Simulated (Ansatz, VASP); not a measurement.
**KF: VASP beside Ansatz**

File INCAR:

```
SYSTEM = KF
PREC = Accurate
ENCUT = 520
EDIFF = 1E-6
ISMEAR = 0
SIGMA = 0.01
LREAL = .FALSE.
LASPH = .TRUE.
NELM = 60
ALGO = Normal
ISIF = 2
LWAVE = .FALSE.
LCHARG = .TRUE.
GGA = PS
LELF = .TRUE.
LVHAR = .TRUE.
NBANDS = 15
```

KPOINTS

```
Automatic mesh
0
G
  8 8 8
  0 0 0
```

File POSCAR:

```
KF
1.0
    0.0000000000      2.6409152924      2.6409152924
    2.6409152924      0.0000000000      2.6409152924
    2.6409152924      2.6409152924      0.0000000000
K F
1 1
Direct
    0.0000000000      0.0000000000      0.0000000000
    0.5000000000      0.5000000000      0.5000000000
```

Input for Ansatz:

```yaml
crystal:
  lattice:
    - [0.0, 2.6409152924, 2.6409152924]
    - [2.6409152924, 0.0, 2.6409152924]
    - [2.6409152924, 2.6409152924, 0.0]
  atoms:
    - { symbol: K, position: [0.0, 0.0, 0.0] }
    - { symbol: F, position: [0.5, 0.5, 0.5] }
kpoints:
  mp_grid: { grid: [8, 8, 8] }
scf:
  occupations: { method: fixed }
  convergence: { dr2_threshold: 1.0e-10 }
hamiltonian:
  xc: pbesol
  pseudopotentials: { kind: all_electron, lapw: { basis_error: 0.0005 } }
output:
  forces: true
  stress: true
  eigenstates:
    kpoints:
      - [0.0, 0.0, 0.0]
      - [0.0, -0.5, -0.5]
      - [-0.5, 0.0, -0.5]
      - [-0.5, -0.5, 0.0]
      - [-0.5, 0.0, 0.0]
      - [0.0, -0.5, 0.0]
      - [0.0, 0.0, -0.5]
      - [-0.5, -0.5, -0.5]
  eigenvalues: true
```

Alike in both runs: task single point; functional PBEsol; k mesh 8 × 8 × 8; no spin polarisation.

|  | VASP | Ansatz |
| --- | --- | --- |
| version | VASP 6.6.1 | Ansatz 0.2.0 |
| potentials or method | VASP PAW PBE potentials, release 64 (K_sv, F), cutoff 520 eV | all-electron LAPW, scalar-relativistic |
| occupations | gaussian, width 0.01 eV | fixed |

Ansatz gave:

| Property | Result |
| --- | --- |
| gap on the k mesh at the Fermi level (eV) | 6.22 |
| pressure (GPa) | 0.5 |

Task: Which values does VASP return?

Result: gap on the k mesh at the Fermi level (eV): 6.21; pressure (GPa): 0.6.

VASP's potentials were made for PBE, not for PBEsol. Ansatz ran all-electron here, and VASP with PAW potentials.
